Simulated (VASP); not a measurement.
# Si2Mo (MoSi2 type) (I4/mmm) in VASP: notebook

Si2Mo (MoSi2 type) is run at these levels: LDA; tasks: relaxation of shape and atoms at fixed volume.

Program: VASP 6.6.1. These are calculated values, not measurements. Logs are shortened: lines on timing, memory, paths and dates and some standing lists are left out, and cuts for length are marked.

## (1) The cell of the first run

It takes space group I4/mmm (No. 139, tetragonal). The conventional cell has a = 2.707 Å, b = 2.707 Å, c = 6.632 Å, α = 90.00°, β = 90.00°, γ = 90.00°. Within 2.9 Å of Mo (site symmetry 4/mmm) lie 10 Si at 2.20 to 2.22 Å and 4 Mo at 2.71 Å. Within 2.9 Å of Si (site symmetry 4mm) lie 9 Si at 2.19 to 2.71 Å and 5 Mo at 2.20 to 2.22 Å.

## (2) Relaxation of shape and atoms at fixed volume, LDA

Input file INCAR:

```
SYSTEM = Si2Mo
PREC = Accurate
ENCUT = 600
EDIFF = 1E-6
ISMEAR = -1
SIGMA = 0.05
LREAL = .False.
LASPH = .True.
NELM = 100
ALGO = Normal
ISIF = 4
LWAVE = .False.
LCHARG = .False.
IBRION = 2
NSW = 50
EDIFFG = -0.005
```

Input file KPOINTS:

```
Automatic mesh
0
Gamma
  15 15 15
  0 0 0
```

Input file POSCAR:

```
Si2Mo
1.0
   -1.3532907469      1.3532907469      3.3159737346
    1.3532907469     -1.3532907469      3.3159737346
    1.3532907469      1.3532907469     -3.3159737346
Mo Si
1 2
Direct
    0.0000000000      0.0000000000      0.0000000000
    0.3352347194      0.3352347194      0.0000000000
   -0.3352347194     -0.3352347194      0.0000000000
```

Potentials or basis: VASP PAW LDA potentials, release 64 (Mo_sv, Si).

Started as:

```sh
$ cat potpaw_LDA.64/Mo_sv/POTCAR potpaw_LDA.64/Si/POTCAR > POTCAR
$ mpirun -np 1 vasp_std > vasp.out
```

OUTCAR:

```text
SYSTEM = Si2Mo
   PREC = Accurate
   ENCUT = 600
   EDIFF = 1E-6
   ISMEAR = -1
   LREAL = .False.
   LASPH = .True.
   NELM = 100
   ISIF = 4
   IBRION = 2
   NSW = 50
   EDIFFG = -0.005

 ion  position               nearest neighbor table
   1  0.000  0.000  0.000-   3 2.20   3 2.20   3 2.20   2 2.20   3 2.20   2 2.20   2 2.20   2 2.20
                             2 2.22   3 2.22
   2  0.335  0.335  0.000-   3 2.19   1 2.20   1 2.20   1 2.20   1 2.20   3 2.22   3 2.22   3 2.22
                             3 2.22   1 2.22
   3  0.665  0.665  0.000-   2 2.19   1 2.20   1 2.20   1 2.20   1 2.20   2 2.22   2 2.22   2 2.22
                             2 2.22   1 2.22

  LATTYP: Found a body centered tetragonal cell.
 ALAT       =     2.7065814938
 C/A-ratio  =     2.4503040032

  Lattice vectors:

 A1 = (  -1.3532907469,   1.3532907469,   3.3159737346)
 A2 = (   1.3532907469,  -1.3532907469,   3.3159737346)
 A3 = (   1.3532907469,   1.3532907469,  -3.3159737346)

Analysis of symmetry for initial positions (statically):
=====================================================================
 Subroutine PRICEL returns:
 Original cell was already a primitive cell.

 Routine SETGRP: Setting up the symmetry group for a
 body centered tetragonal supercell.

 Subroutine GETGRP returns: Found 16 space group operations
 (whereof 16 operations were pure point group operations)
 out of a pool of 16 trial point group operations.

The static configuration has the point symmetry D_4h.

Analysis of symmetry for dynamics (positions and initial velocities):
=====================================================================
 Subroutine PRICEL returns:
 Original cell was already a primitive cell.

 Routine SETGRP: Setting up the symmetry group for a
 body centered tetragonal supercell.

 Subroutine GETGRP returns: Found 16 space group operations
 (whereof 16 operations were pure point group operations)
 out of a pool of 16 trial point group operations.

The dynamic configuration has the point symmetry D_4h.

 Subroutine INISYM returns: Found 16 space group operations
 (whereof 16 operations are pure point group operations),
 and found     1 'primitive' translations

----------------------------------------------------------------------------------------

                                     Primitive cell

  volume of cell :      24.2914

  direct lattice vectors                    reciprocal lattice vectors
    -1.353290747  1.353290747  3.315973735     0.000000000  0.369469754  0.150785272
     1.353290747 -1.353290747  3.315973735     0.369469754  0.000000000  0.150785272
     1.353290747  1.353290747 -3.315973735     0.369469754  0.369469754  0.000000000

  length of vectors
     3.828638596  3.828638596  3.828638596     0.399054003  0.399054003  0.522509138

  position of ions in fractional coordinates (direct lattice)
     0.000000000  0.000000000  0.000000000
     0.335234719  0.335234719  0.000000000
     0.664765281  0.664765281  0.000000000

  ion indices of the primitive-cell ions
   primitive index   ion index
                 1           1
                 2           2
                 3           3

----------------------------------------------------------------------------------------

 KPOINTS: Automatic mesh

Automatic generation of k-mesh.
 Grid dimensions read from file:
 generate k-points for:   15   15   15

 Generating k-lattice:

  Cartesian coordinates                     Fractional coordinates (reciprocal lattice)
     0.000000000  0.024631317  0.010052351     0.066666667  0.000000000  0.000000000
     0.024631317  0.000000000  0.010052351     0.000000000  0.066666667  0.000000000
     0.024631317  0.024631317  0.000000000     0.000000000  0.000000000  0.066666667

  Length of vectors
     0.026603600  0.026603600  0.034833943

  Shift w.r.t. Gamma in fractional coordinates (k-lattice)
     0.000000000  0.000000000  0.000000000

 Subroutine IBZKPT returns following result:
 ===========================================

 Found    288 irreducible k-points:

 Following reciprocal coordinates:
            Coordinates               Weight
  0.000000  0.000000  0.000000      1.000000
  0.066667 -0.000000  0.000000      8.000000
  0.133333 -0.000000  0.000000      8.000000
  0.200000 -0.000000  0.000000      8.000000
  0.266667 -0.000000  0.000000      8.000000
  0.333333 -0.000000  0.000000      8.000000
[... 16 lines left out ...]
  0.133333  0.133333  0.000000      8.000000
  0.200000  0.133333  0.000000     16.000000
 [... further k-points ...]
   k-points           NKPTS =    288   k-points in BZ     NKDIM =    288   number of bands    NBANDS=     15
   number of dos      NEDOS =    301   number of ions     NIONS =      3
   total plane-waves  NPLWV =  32768
   dimension x,y,z NGX =    32 NGY =   32 NGZ =   32
   dimension x,y,z NGXF=    64 NGYF=   64 NGZF=   64
   ions per type =               1   2
   NGX,Y,Z   is equivalent  to a cutoff of  13.89, 13.89, 13.89 a.u.
   NGXF,Y,Z  is equivalent  to a cutoff of  27.79, 27.79, 27.79 a.u.
 SYSTEM =  Si2Mo
   PREC   = accura    normal or accurate (medium, high low for compatibility)
   ISTART =      0    job   : 0-new  1-cont  2-samecut
   ICHARG =      2    charge: 1-file 2-atom 10-const
   ISPIN  =      1    spin polarized calculation?
   LNONCOLLINEAR =      F non collinear calculations
   LSORBIT =      F    spin-orbit coupling
   LASPH  =      T    aspherical Exc in radial PAW
   ENCUT  =  600.0 eV  44.10 Ry    6.64 a.u.   7.65  7.65  7.65*2*pi/ulx,y,z
   NELM   =    100;   NELMIN=  2; NELMDL= -5     # of ELM steps
   EDIFF  = 0.1E-05   stopping-criterion for ELM
   LREAL  =      F    real-space projection
   EDIFFG = -.5E-02   stopping-criterion for IOM
   NSW    =     50    number of steps for IOM
   IBRION =      2    ionic relax: 0-MD 1-quasi-New 2-CG
   NFREE  =      1    steps in history (QN), initial steepest desc. (CG)
   ISIF   =      4    stress and relaxation
   ISYM   =      2    0-nonsym 1-usesym 2-fastsym
   POTIM  = 0.5000    time-step for ionic-motion
   TEBEG  =    0.0;   TEEND  =   0.0 temperature during run
   PSTRESS=    0.0 pullay stress
   NELECT =      22.0000    total number of electrons
   NUPDOWN=      -1.0000    fix difference up-down
   EMIN   =  10.00;   EMAX   =-10.00  energy-range for DOS
   EFERMI =   0.00;   METHOD = LEGACY
   ISMEAR =    -1;   SIGMA  =   0.05  broadening in eV -4-tet -1-fermi 0-gaus
   EFERMI_NEDOS =   21; number of points for ismear=-14 and -15
   IALGO  =     38    algorithm
   IMIX   =      4    mixing-type and parameters
     AMIX     =   0.40;   BMIX     =  1.00
     AMIX_MAG =   1.60;   BMIX_MAG =  1.00
  volume/ion in A,a.u.               =       8.10        54.64
  Fermi-wavevector in a.u.,A,eV,Ry     =   1.583913  2.993161 34.134025  2.508780
  Thomas-Fermi vector in A             =   2.683611
   LORBIT       =      0    0 simple, 1 ext, 2 COOP (PROOUT), +10 PAW based schemes
   GGA     = CA    functional components
   LHFCALC =     F    Hartree Fock is set to
   AEXX    =    0.0000 exact exchange contribution
   IVDW    =     0    specifies the selected vdW correction
   LEPSILON=     F    determine dielectric tensor
   LRPA    =     F    only Hartree local field effects (RPA)
 conjugate gradient relaxation of ions
 non-spin polarized calculation
  energy-cutoff  :      600.00
  volume of cell :       24.29
 maximum number of plane-waves:       849
   NGX = 15   NGY = 15   NGZ = 15

--------------------------------------- Ionic step        1  -------------------------------------------

 number of electron      22.0000000 magnetization

 Free energy of the ion-electron system (eV)
  ---------------------------------------------------
  ext. energy  EPLUGINS =         0.00000000
  ---------------------------------------------------
  free energy    TOTEN  =       -16.48469742 eV

  energy without entropy =      -16.48243762  energy(sigma->0) =      -16.48356752

------------------------ aborting loop because EDIFF is reached ----------------------------------------

  FORCE on cell =-STRESS in cart. coord.  units (eV):
  Direction    XX          YY          ZZ          XY          YZ          ZX
  --------------------------------------------------------------------------------------
  -------------------------------------------------------------------------------------
  Total       43.2637753     43.2637753     49.9249062      0.0000000      0.0000000      0.0000000
  in kB     2853.5251114   2853.5251114   3292.8696694      0.0000000      0.0000000      0.0000000
  external PRESSURE =    2999.9732974 kB  Pullay stress =       0.0000000 kB
[... 281 lines left out ...]
  energy  without entropy=      -16.6552124544  energy(sigma->0) =      -16.65598981

--------------------------------------- Ionic step        9  -------------------------------------------

 number of electron      22.0000000 magnetization

 Free energy of the ion-electron system (eV)
  ---------------------------------------------------
  ext. energy  EPLUGINS =         0.00000000
  ---------------------------------------------------
  free energy    TOTEN  =       -16.65678280 eV

  energy without entropy =      -16.65520828  energy(sigma->0) =      -16.65599554

 E-fermi :  21.4220     XC(G=0): -15.1150

 val. band max:       21.3777077974   @ k =   0.4667   0.4000   0.0667
 cond. band min:      21.4460386141   @ k =  -0.4667   0.4667   0.4667
 fundamental gap:      0.0683308167
 Fermi energy:        21.4220012342

 k-point     1 :       0.0000    0.0000    0.0000
  band No.  band energies     occupation
      1     -38.6733      2.00000
      2     -13.6827      2.00000
      3     -12.7026      2.00000
      4     -12.7026      2.00000
      5       3.8582      2.00000
      6      11.5784      2.00000
      7      15.1841      2.00000
      8      17.4646      2.00000
      9      17.4646      2.00000
     10      18.6201      2.00000
     11      22.0776      0.00000
     12      22.6367      0.00000
     13      27.8816      0.00000
     14      28.3596      0.00000
     15      28.6722      0.00000
[... 397 lines left out ...]
 k-point    24 :       0.2000    0.1333    0.0000
  band No.  band energies     occupation
      1     -38.5685      2.00000
      2     -13.6292      2.00000
      3     -13.2871      2.00000
      4     -12.9335      2.00000
      5       5.6170      2.00000
      6      12.3233      2.00000
      7      14.2536      2.00000
      8      16.2579      2.00000
      9      16.7314      2.00000
     10      18.6693      2.00000
     11      19.3842      2.00000
     12      24.9702      0.00000
     13      26.5913      0.00000
     14      27.4778      0.00000
     15      27.9939      0.00000

 [... further k-points ...]
[... 5 lines left out ...]
  --------------------------------------------------------------------------------------
  -------------------------------------------------------------------------------------
  Total       44.5219609     44.5219609     44.5355077      0.0000000      0.0000000      0.0000000
  in kB     2936.5105677   2936.5105677   2937.4040673      0.0000000      0.0000000      0.0000000
  external PRESSURE =    2936.8084009 kB  Pullay stress =       0.0000000 kB
[... 18 lines left out ...]
  FREE ENERGIE OF THE ION-ELECTRON SYSTEM (eV)
  ---------------------------------------------------
  free  energy   TOTEN  =       -16.6567827986 eV

  energy  without entropy=      -16.6552082786  energy(sigma->0) =      -16.65599554

 reached required accuracy - stopping structural energy minimisation
```

Run time: 8.4 min. Hardware: 1 thread of Intel Xeon Platinum 8259CL at 2.50GHz (Skylake/Cascade Lake), shared host; peak memory 0.27 GiB.

What came out:

```yaml
Free_energy: -16.6568 eV
Energy_gained_by_relaxing: 57.4 meV/atom
Ionic_steps: 9
Pressure_after_relaxing: 293.7 GPa
Band_gap_on_the_k_mesh: zero (bands 11 and 12 overlap by 2.14 eV)
```

Forces on the atoms (eV/Å):
```
Mo   0.000  0.000  0.000
Si   0.000  0.000  0.003
Si   0.000  0.000 -0.003
```

The path:
| step | energy change (eV) | largest force (eV/Å) | pressure (GPa) | volume (Å³) |
| --- | --- | --- | --- | --- |
| 1 | 0.0000 | 1.8882 | 300.00 | 24.29 |
| 2 | 0.0844 | 2.5117 | 288.57 | 24.29 |
| 3 | -0.1687 | 0.4268 | 293.77 | 24.29 |
| 4 | -0.1689 | 0.3653 | 293.92 | 24.29 |
| 5 | -0.1604 | 0.6163 | 293.16 | 24.29 |
| 6 | -0.1721 | 0.0232 | 293.61 | 24.29 |
| 7 | -0.1721 | 0.0299 | 293.61 | 24.29 |
| 8 | -0.1721 | 0.0163 | 293.72 | 24.29 |
| 9 | -0.1721 | 0.0029 | 293.68 | 24.29 |

Final structure:
```yaml
crystal:
  lattice:
    - [-1.33160, 1.33160, 3.42486]
    - [1.33160, -1.33160, 3.42486]
    - [1.33160, 1.33160, -3.42486]
  atoms:
    - { symbol: Mo, position: [0.00000, 0.00000, 0.00000] }
    - { symbol: Si, position: [0.32976, 0.32976, 0.00000] }
    - { symbol: Si, position: [0.67024, 0.67024, 0.00000] }
```

## (3) Relaxation of shape and atoms at fixed volume, LDA

This run uses another cell than the first one, of 9.40 Å³/atom.

Input file INCAR:

```
  ALGO = Normal
  EDIFF = 1E-6
  EDIFFG = -0.005
  ENCUT = 600
  GGA = CA
  IBRION = 2
  ISIF = 4
  ISMEAR = -1
  LASPH = True
  LCHARG = False
  LREAL = False
  LWAVE = False
  NELM = 100
  NSW = 50
  PREC = Accurate
  SIGMA = 0.05
```

Input file KPOINTS:

```
k-points
0
Gamma
  15 15 15
```

Input file POSCAR:

```
Si2Mo
1.0
   -1.4224534010      1.4224534010      3.4854432628
    1.4224534010     -1.4224534010      3.4854432628
    1.4224534010      1.4224534010     -3.4854432628
Mo Si
1 2
Direct
    0.0000000000      0.0000000000      0.0000000000
    0.3352347194      0.3352347194      0.0000000000
   -0.3352347194     -0.3352347194      0.0000000000
```

Potentials or basis: VASP PAW LDA potentials, release 64 (Mo_sv, Si).

Started as:

```sh
$ cat potpaw_LDA.64/Mo_sv/POTCAR potpaw_LDA.64/Si/POTCAR > POTCAR
$ mpirun -np 1 vasp_std > vasp.out
```

Wall time 7.3 min (1 thread of Intel Xeon Platinum 8259CL at 2.50GHz (Skylake/Cascade Lake), shared host); peak memory 0.28 GiB.

The run converged. Its results:

```yaml
Free_energy: -21.9129 eV
Energy_gained_by_relaxing: 22.6 meV/atom
Ionic_steps: 7
Pressure_after_relaxing: 150.1 GPa
Band_gap_on_the_k_mesh: zero (bands 11 and 12 overlap by 1.46 eV)
```

Forces in eV/Å, atoms in the order of the input:
```
Mo   0.000  0.000  0.000
Si   0.000  0.000 -0.003
Si   0.000  0.000  0.003
```

Step by step:
```tsv
step	energy change (eV)	largest force (eV/Å)	pressure (GPa)	volume (Å³)
1	0.0000	1.1396	152.87	28.21
2	-0.0035	0.9175	148.05	28.21
3	-0.0677	0.0104	150.12	28.21
4	-0.0677	0.0291	150.15	28.21
5	-0.0677	0.0013	150.18	28.21
6	-0.0677	0.0155	150.17	28.21
7	-0.0677	0.0027	150.13	28.21
```

Final structure:
```cif
data_structure
_symmetry_space_group_name_H-M 'P 1'
_symmetry_Int_Tables_number 1
_cell_length_a 4.0750
_cell_length_b 4.0750
_cell_length_c 4.0750
_cell_angle_alpha 139.559
_cell_angle_beta 139.559
_cell_angle_gamma 58.524
_cell_volume 28.21
loop_
_atom_site_label
_atom_site_type_symbol
_atom_site_fract_x
_atom_site_fract_y
_atom_site_fract_z
_atom_site_occupancy
Mo1 Mo 0.00000 0.00000 0.00000 1
Si1 Si 0.33118 0.33118 0.00000 1
Si2 Si 0.66882 0.66882 0.00000 1
```

Levels at points of the mesh, in eV from the Fermi level:
```tsv
k point	band 8	band 9	band 10	band 11	band 12	band 13	band 14	band 15
(0.00, 0.00, 0.00)	-3.62	-3.62	-3.10	0.85	1.55	5.34	5.34	5.87
```

The gap in the log of VASP goes by the Fermi energy; the results here count the filled bands.